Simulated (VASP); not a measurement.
Set up this calculation in VASP 6.6.1, as the native input.

| Property | Result |
| --- | --- |
| Task | single point |
| Functional | PBEsol |
| Potentials or basis | VASP PAW PBE potentials, release 64 (La) |
| Cutoff | 520 eV |
| k mesh | 7 × 7 × 2 |
| Occupations | fermi-dirac, width 0.05 eV |
| Spin | no spin polarisation |
| Dipole correction | no |
| Further INCAR settings | ALGO = Fast; EDIFF = 1e-06; NBANDS = 30 |

The structure of La lies in POSCAR:

```
La
1.0
    3.7700000000     -0.0377000000      0.0000000000
   -1.9176491577      3.2837657723      0.0000000000
    0.0000000000      0.0000000000     12.1590000000
La
4
Direct
    0.6666666667      0.3333333333      0.2500000000
    0.3333333333      0.6666666667      0.7500000000
    0.0000000000      0.0000000000      0.5000000000
    0.0000000000      0.0000000000      0.0000000000
```

One way to write it, as run:

INCAR

```
PREC = Accurate ; ENCUT = 520
EDIFF = 1E-6 ; ISMEAR = -1
SIGMA = 0.05 ; LREAL = False
LASPH = True ; NELM = 60
ALGO = Fast ; ISIF = 2
LWAVE = False ; LCHARG = False
GGA = PS ; NBANDS = 30
```

KPOINTS

```
Automatic mesh
0
Gamma
  7 7 2
```

Potentials or basis: VASP PAW PBE potentials, release 64 (La).

Launch:

```bash
$ cat potpaw_PBE.64/La/POTCAR > POTCAR
$ mpirun -np 1 vasp_std > vasp.out
```

Results of the run:

| Item | Value |
| --- | --- |
| Pressure | -2.4 GPa |
| Largest force | 0.019 eV/Å |
| Band gap on the k mesh | zero (bands 22 and 23 overlap by 0.93 eV) |

Caveat: the PAW data sets were made with another functional, which shifts forces and pressure a little; spin-orbit coupling is left out, which moves the levels of the heavy elements.

Wall time 25 min on 1 thread of Oxide Virtual Turin-like Processor, with other jobs on the host, peak memory 0.34 GiB.
